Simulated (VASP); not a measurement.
Crystal: MoS2.

```
Mo S
1.0
     1.58550    0.91539    6.11500
    -1.58550    0.91539    6.11500
     0.00000   -1.83078    6.11500
Mo S
1 2
Direct
  0.00000 0.00000 0.00000
  0.25000 0.25000 0.25000
  0.75000 0.75000 0.75000
```

Base run:

| Property | Result |
| --- | --- |
| Program | VASP 6.6.1 |
| Functional | PBEsol |
| Dispersion | D3(BJ) |
| Potentials or basis | VASP PAW PBE potentials, release 64 (Mo_sv, S) |
| Cutoff | 520 eV |
| k mesh | 10 × 10 × 10 |
| Occupations | fermi-dirac, width 0.05 eV |
| Spin | no spin polarisation |

Its results: band gap on the k mesh zero (bands 13 and 14 overlap by 0.61 eV); pressure -0.6 GPa; largest force 0.781 eV/Å.

**Question.** The run is repeated on the same cell with these changes: functional from PBEsol to r2SCAN; dispersion from D3(BJ) to none. What comes out?

**Answer.** Band gap on the k mesh zero (bands 13 and 14 overlap by 0.79 eV); pressure 7.0 GPa; largest force 0.803 eV/Å.

Several settings changed at once.

Caveats: the PAW data sets were made with another functional, which shifts forces and pressure a little; three body term missing (at least some runs); the stress differs along the axes, from -2 to 3 GPa (at least some runs); the cell stands under pressure (at least some runs).
